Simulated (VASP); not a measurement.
# C (R-3m) in VASP: a series of runs

The runs below take C through relaxation of cell and atoms, with PBE+D3(BJ).

All numbers are computed with VASP 6.6.1; they aren't measurements. Logs are shortened: lines on timing, memory, paths and dates and some standing lists are left out, and cuts for length are marked.

## Step 1: The cell of the first run

It takes space group R-3m (No. 166, trigonal). The conventional cell has a = 2.465 Å, b = 2.465 Å, c = 9.967 Å, α = 90.00°, β = 90.00°, γ = 120.00°. Within 1.9 Å of C (site symmetry 3m) lie 3 C at 1.42 Å.

## Step 2: Relaxation of cell and atoms, PBE+D3(BJ)

INCAR

```
PREC     = Accurate       # precision mode
ENCUT    = 600            # plane-wave cutoff, eV
EDIFF    = 1E-6           # SCF threshold, eV
ISMEAR   = 0              # smearing method
SIGMA    = 0.02           # smearing width, eV
LREAL    = False          # projectors in reciprocal space
LASPH    = True           # aspherical terms in the spheres
NELM     = 100            # most SCF steps
ALGO     = Normal         # electronic algorithm
ISIF     = 3              # what is computed and relaxed
LWAVE    = False          # write WAVECAR
LCHARG   = False          # write CHGCAR
GGA      = PE             # functional
IVDW     = 12             # dispersion correction
IBRION   = 2              # ionic algorithm
NSW      = 100            # ionic steps
EDIFFG   = -0.005         # ionic threshold
```

KPOINTS

```
regular mesh
0
Gamma
  15 15 15
```

POSCAR

```
C
1.0
    1.2325346960      0.7116042385      3.3223172553
   -1.2325346960      0.7116042385      3.3223172553
    0.0000000000     -1.4232084770      3.3223172553
C
2
Direct
    0.1665469491      0.1665469491      0.1665469491
    0.8334530509      0.8334530509      0.8334530509
```

Potentials or basis: VASP PAW PBE potentials, release 64 (C).

Command:

```
$ cat potpaw_PBE.64/C/POTCAR > POTCAR
$ mpirun -np 1 vasp_std > vasp.out
```

OUTCAR:

```text
PREC = Accurate
   ENCUT = 600
   EDIFF = 1E-6
   ISMEAR = 0
   LREAL = False
   LASPH = True
   NELM = 100
   ISIF = 3
   GGA = PE
   IVDW = 12
   IBRION = 2
   NSW = 100
   EDIFFG = -0.005
 IVDW          = 12

 ion  position               nearest neighbor table
   1  0.167  0.167  0.167-   2 1.42   2 1.42   2 1.42
   2  0.833  0.833  0.833-   1 1.42   1 1.42   1 1.42

  LATTYP: Found a trigonal (rhomboedric) cell.
 ALAT       =     3.6143207265
 COS(alpha) =     0.7674186290

  Lattice vectors:

 A1 = (   1.2325346960,   0.7116042385,   3.3223172553)
 A2 = (  -1.2325346960,   0.7116042385,   3.3223172553)
 A3 = (   0.0000000000,  -1.4232084770,   3.3223172553)

Analysis of symmetry for initial positions (statically):
=====================================================================
 Subroutine PRICEL returns:
 Original cell was already a primitive cell.

 Routine SETGRP: Setting up the symmetry group for a
 trigonal (rhombohedral) supercell.

 Subroutine GETGRP returns: Found 12 space group operations
 (whereof 12 operations were pure point group operations)
 out of a pool of 12 trial point group operations.

The static configuration has the point symmetry D_3d.

Analysis of symmetry for dynamics (positions and initial velocities):
=====================================================================
 Subroutine PRICEL returns:
 Original cell was already a primitive cell.

 Routine SETGRP: Setting up the symmetry group for a
 trigonal (rhombohedral) supercell.

 Subroutine GETGRP returns: Found 12 space group operations
 (whereof 12 operations were pure point group operations)
 out of a pool of 12 trial point group operations.

The dynamic configuration has the point symmetry D_3d.

 Subroutine INISYM returns: Found 12 space group operations
 (whereof 12 operations are pure point group operations),
 and found     1 'primitive' translations

----------------------------------------------------------------------------------------

                                     Primitive cell

  volume of cell :      17.4836

  direct lattice vectors                    reciprocal lattice vectors
     1.232534696  0.711604238  3.322317255     0.405668093  0.234212583  0.100331578
    -1.232534696  0.711604238  3.322317255    -0.405668093  0.234212583  0.100331578
     0.000000000 -1.423208477  3.322317255     0.000000000 -0.468425166  0.100331578

  length of vectors
     3.614320726  3.614320726  3.614320726     0.479049644  0.479049644  0.479049644

  position of ions in fractional coordinates (direct lattice)
     0.166546949  0.166546949  0.166546949
     0.833453051  0.833453051  0.833453051

  ion indices of the primitive-cell ions
   primitive index   ion index
                 1           1
                 2           2

----------------------------------------------------------------------------------------

 KPOINTS: regular mesh

Automatic generation of k-mesh.
 Grid dimensions read from file:
 generate k-points for:   15   15   15

 Generating k-lattice:

  Cartesian coordinates                     Fractional coordinates (reciprocal lattice)
     0.027044540  0.015614172  0.006688772     0.066666667  0.000000000  0.000000000
    -0.027044540  0.015614172  0.006688772     0.000000000  0.066666667  0.000000000
     0.000000000 -0.031228344  0.006688772     0.000000000  0.000000000  0.066666667

  Length of vectors
     0.031936643  0.031936643  0.031936643

  Shift w.r.t. Gamma in fractional coordinates (k-lattice)
     0.000000000  0.000000000  0.000000000

 Subroutine IBZKPT returns following result:
 ===========================================

 Found    344 irreducible k-points:

 Following reciprocal coordinates:
            Coordinates               Weight
  0.000000  0.000000  0.000000      1.000000
  0.066667  0.000000 -0.000000      6.000000
  0.133333  0.000000  0.000000      6.000000
  0.200000 -0.000000  0.000000      6.000000
  0.266667  0.000000  0.000000      6.000000
  0.333333 -0.000000 -0.000000      6.000000
[... 16 lines left out ...]
  0.133333  0.133333  0.000000      6.000000
  0.200000  0.133333 -0.000000     12.000000
 [... further k-points ...]
   k-points           NKPTS =    344   k-points in BZ     NKDIM =    344   number of bands    NBANDS=      8
   number of dos      NEDOS =    301   number of ions     NIONS =      2
   total plane-waves  NPLWV =  27000
   dimension x,y,z NGX =    30 NGY =   30 NGZ =   30
   dimension x,y,z NGXF=    60 NGYF=   60 NGZF=   60
   ions per type =               2
   NGX,Y,Z   is equivalent  to a cutoff of  13.80, 13.80, 13.80 a.u.
   NGXF,Y,Z  is equivalent  to a cutoff of  27.60, 27.60, 27.60 a.u.
 SYSTEM =  unknown system
   PREC   = accura    normal or accurate (medium, high low for compatibility)
   ISTART =      0    job   : 0-new  1-cont  2-samecut
   ICHARG =      2    charge: 1-file 2-atom 10-const
   ISPIN  =      1    spin polarized calculation?
   LNONCOLLINEAR =      F non collinear calculations
   LSORBIT =      F    spin-orbit coupling
   LASPH  =      T    aspherical Exc in radial PAW
   ENCUT  =  600.0 eV  44.10 Ry    6.64 a.u.   7.22  7.22  7.22*2*pi/ulx,y,z
   NELM   =    100;   NELMIN=  2; NELMDL= -5     # of ELM steps
   EDIFF  = 0.1E-05   stopping-criterion for ELM
   LREAL  =      F    real-space projection
   EDIFFG = -.5E-02   stopping-criterion for IOM
   NSW    =    100    number of steps for IOM
   IBRION =      2    ionic relax: 0-MD 1-quasi-New 2-CG
   NFREE  =      1    steps in history (QN), initial steepest desc. (CG)
   ISIF   =      3    stress and relaxation
   ISYM   =      2    0-nonsym 1-usesym 2-fastsym
   POTIM  = 0.5000    time-step for ionic-motion
   TEBEG  =    0.0;   TEEND  =   0.0 temperature during run
   PSTRESS=    0.0 pullay stress
   NELECT =       8.0000    total number of electrons
   NUPDOWN=      -1.0000    fix difference up-down
   EMIN   =  10.00;   EMAX   =-10.00  energy-range for DOS
   EFERMI =   0.00;   METHOD = LEGACY
   ISMEAR =     0;   SIGMA  =   0.02  broadening in eV -4-tet -1-fermi 0-gaus
   EFERMI_NEDOS =   21; number of points for ismear=-14 and -15
   IALGO  =     38    algorithm
   IMIX   =      4    mixing-type and parameters
     AMIX     =   0.40;   BMIX     =  1.00
     AMIX_MAG =   1.60;   BMIX_MAG =  1.00
  volume/ion in A,a.u.               =       8.74        58.99
  Fermi-wavevector in a.u.,A,eV,Ry     =   1.261522  2.383931 21.652824  1.591438
  Thomas-Fermi vector in A             =   2.394977
   LORBIT       =      0    0 simple, 1 ext, 2 COOP (PROOUT), +10 PAW based schemes
   GGA     = PE    functional components
   LHFCALC =     F    Hartree Fock is set to
   AEXX    =    0.0000 exact exchange contribution
   IVDW    =    12    specifies the selected vdW correction
   LEPSILON=     F    determine dielectric tensor
   LRPA    =     F    only Hartree local field effects (RPA)
 conjugate gradient relaxation of ions
 non-spin polarized calculation
 Gauss-broadening in eV      SIGMA  =   0.02
  energy-cutoff  :      600.00
  volume of cell :       17.48
 maximum number of plane-waves:       599
 NGX is ok and might be reduce to    30
   NGX = 15   NGY = 15   NGZ = 15

--------------------------------------- Ionic step        1  -------------------------------------------

 number of electron       8.0000000 magnetization

 Free energy of the ion-electron system (eV)
  ---------------------------------------------------
  ext. energy  EPLUGINS =         0.00000000
  ---------------------------------------------------
  free energy    TOTEN  =       -18.42335136 eV

  energy without entropy =      -18.42335136  energy(sigma->0) =      -18.42335136

------------------------ aborting loop because EDIFF is reached ----------------------------------------

 Edisp (eV)   -0.31634

 E8    (eV) :    -0.0898

  FORCE on cell =-STRESS in cart. coord.  units (eV):
  Direction    XX          YY          ZZ          XY          YZ          ZX
  --------------------------------------------------------------------------------------
  -------------------------------------------------------------------------------------
  Total       0.01209     0.01209     0.01580     0.00000     0.00000    -0.00000
  in kB       1.10836     1.10836     1.44784     0.00000     0.00000    -0.00000
  external pressure =        1.22 kB  Pullay stress =        0.00 kB

 VOLUME and BASIS-vectors are now :
 -----------------------------------------------------------------------------
  energy-cutoff  :      600.00
  volume of cell :       17.48
      direct lattice vectors                 reciprocal lattice vectors
     1.232534696  0.711604238  3.322317255     0.405668093  0.234212583  0.100331578
    -1.232534696  0.711604238  3.322317255    -0.405668093  0.234212583  0.100331578
     0.000000000 -1.423208477  3.322317255     0.000000000 -0.468425166  0.100331578
[... 241 lines left out ...]
 POSITION                                       TOTAL-FORCE (eV/Angst)
 -----------------------------------------------------------------------------------
     -0.00000      0.00000      1.66162         0.000000      0.000000     -0.006330
     -0.00000      0.00000      8.31118        -0.000000     -0.000000      0.006330
 -----------------------------------------------------------------------------------
    total drift:                                0.000000     -0.000000     -0.000000

  FREE ENERGIE OF THE ION-ELECTRON SYSTEM (eV)
  ---------------------------------------------------
  free  energy   TOTEN  =       -18.7397050171 eV

  energy  without entropy=      -18.7397050171  energy(sigma->0) =      -18.73970502

--------------------------------------- Ionic step        8  -------------------------------------------

 number of electron       8.0000000 magnetization

 Free energy of the ion-electron system (eV)
  ---------------------------------------------------
  ext. energy  EPLUGINS =         0.00000000
  ---------------------------------------------------
  free energy    TOTEN  =       -18.42354794 eV

  energy without entropy =      -18.42354794  energy(sigma->0) =      -18.42354794

 E-fermi :   4.5106     XC(G=0): -10.3867

 val. band max:        4.4169798239   @ k =  -0.3333   0.3333   0.0000
 cond. band min:       5.1064410487   @ k =  -0.3333   0.3333   0.0000
 fundamental gap:      0.6894612247
 Fermi energy:         4.5105826173

 k-point     1 :       0.0000    0.0000    0.0000
  band No.  band energies     occupation
      1     -14.9016      2.00000
      2      -1.7325      2.00000
      3       1.7622      2.00000
      4       1.7622      2.00000
      5       9.1260      0.00000
      6      13.1343      0.00000
      7      13.1343      0.00000
      8      16.1030      0.00000

 k-point     2 :       0.0667    0.0000   -0.0000
  band No.  band energies     occupation
      1     -14.7941      2.00000
      2      -1.6249      2.00000
      3       1.3379      2.00000
      4       1.5415      2.00000
      5       9.2786      0.00000
      6      13.1952      0.00000
      7      13.5839      0.00000
      8      15.7291      0.00000
[... 221 lines left out ...]
 k-point    23 :       0.1333    0.1333    0.0000
  band No.  band energies     occupation
      1     -14.4554      2.00000
      2      -1.4429      2.00000
      3       0.2248      2.00000
      4       0.9678      2.00000
      5      10.0247      0.00000
      6      13.2030      0.00000
      7      14.6780      0.00000
      8      14.8250      0.00000

 k-point    24 :       0.2000    0.1333   -0.0000
  band No.  band energies     occupation
      1     -14.1273      2.00000
      2      -1.1827      2.00000
      3      -0.6178      2.00000
      4       0.3608      2.00000
      5      10.6094      0.00000
      6      13.4457      0.00000
      7      13.8079      0.00000
      8      15.4488      0.00000

 [... further k-points ...]

------------------------ aborting loop because EDIFF is reached ----------------------------------------

 Edisp (eV)   -0.31616

 E8    (eV) :    -0.0897

  FORCE on cell =-STRESS in cart. coord.  units (eV):
  Direction    XX          YY          ZZ          XY          YZ          ZX
  --------------------------------------------------------------------------------------
  -------------------------------------------------------------------------------------
  Total       0.00825     0.00825     0.00005     0.00000    -0.00000    -0.00000
  in kB       0.75587     0.75587     0.00462     0.00000    -0.00000    -0.00000
  external pressure =        0.51 kB  Pullay stress =        0.00 kB

 VOLUME and BASIS-vectors are now :
 -----------------------------------------------------------------------------
  energy-cutoff  :      600.00
  volume of cell :       17.49
      direct lattice vectors                 reciprocal lattice vectors
     1.232580020  0.711630406  3.323902555     0.405653176  0.234203970  0.100283726
    -1.232580020  0.711630406  3.323902555    -0.405653176  0.234203970  0.100283726
    -0.000000000 -1.423260813  3.323902555     0.000000000 -0.468407941  0.100283726

 POSITION                                       TOTAL-FORCE (eV/Angst)
 -----------------------------------------------------------------------------------
     -0.00000      0.00000      1.66136         0.000000      0.000000     -0.003975
     -0.00000      0.00000      8.31035        -0.000000     -0.000000      0.003975
 -----------------------------------------------------------------------------------
    total drift:                                0.000000     -0.000000     -0.000000

  FREE ENERGIE OF THE ION-ELECTRON SYSTEM (eV)
  ---------------------------------------------------
  free  energy   TOTEN  =       -18.7397060206 eV

  energy  without entropy=      -18.7397060206  energy(sigma->0) =      -18.73970602

 reached required accuracy - stopping structural energy minimisation
```

It took 2.8 min on 1 thread of Intel Xeon Platinum 8488C (Sapphire Rapids), shared host; peak memory 0.21 GiB.

What came out:

| Item | Value |
| --- | --- |
| Free energy | -18.7397 eV |
| Relaxed volume | 8.75 Å³/atom |
| Relaxed cell | a = 3.616 Å, b = 3.616 Å, c = 3.616 Å, α = 39.86°, β = 39.86°, γ = 39.86° |
| Space group after relaxing (to 0.1 Å) | R-3m (No. 166) |
| Energy gained by relaxing | 0.0 meV/atom |
| Ionic steps | 8 |
| Pressure after relaxing | 0.1 GPa |
| Largest force after relaxing | 0.004 eV/Å |
| Dispersion energy per atom | -0.158 eV |

Forces on the atoms (eV/Å):
```
C    0.000  0.000 -0.004
C    0.000  0.000  0.004
```

Final structure:
```
C
1.0
     1.23258    0.71163    3.32390
    -1.23258    0.71163    3.32390
     0.00000   -1.42326    3.32390
C
2
Cartesian
  0.0000 0.0000 1.6614
  0.0000 0.0000 8.3103
```

## Step 3: Relaxation of cell and atoms, PBE+D3(BJ)

INCAR is that of step 2.

KPOINTS is that of step 2.

POSCAR

```
C
1.0
    1.2325346960      0.7116042385      3.3223172512
   -1.2325346960      0.7116042385      3.3223172512
    0.0000000000     -1.4232084771      3.3223172512
C
2
Direct
    0.1665469491      0.1665469491      0.1665469491
    0.8334530509      0.8334530509      0.8334530509
```

Potentials or basis: VASP PAW PBE potentials, release 64 (C).

Command:

```
$ cat potpaw_PBE.64/C/POTCAR > POTCAR
$ mpirun -np 1 vasp_std > vasp.out
```

Wall time 2.6 min (1 thread of Intel Xeon Platinum 8488C (Sapphire Rapids), shared host); peak memory 0.2 GiB.

Results (log left out):

- Free energy: -18.7397 eV
- Relaxed volume: 8.75 Å³/atom
- Relaxed cell: a = 3.616 Å, b = 3.616 Å, c = 3.616 Å, α = 39.86°, β = 39.86°, γ = 39.86°
- Space group after relaxing (to 0.1 Å): R-3m (No. 166)
- Energy gained by relaxing: 0.0 meV/atom
- Ionic steps: 8
- Pressure after relaxing: 0.1 GPa
- Largest force after relaxing: 0.004 eV/Å
- Dispersion energy per atom: -0.158 eV

Forces in eV/Å, atoms in the order of the input:
```
C    0.000  0.000 -0.004
C    0.000  0.000  0.004
```

Stress tensor (GPa, compression positive):
```
0.08 0.00 0.00
0.00 0.08 0.00
0.00 0.00 0.00
```

Final structure:
```
C
1.0
     1.23258    0.71163    3.32390
    -1.23258    0.71163    3.32390
     0.00000   -1.42326    3.32390
C
2
Cartesian
  0.0000 0.0000 1.6614
  0.0000 0.0000 8.3103
```
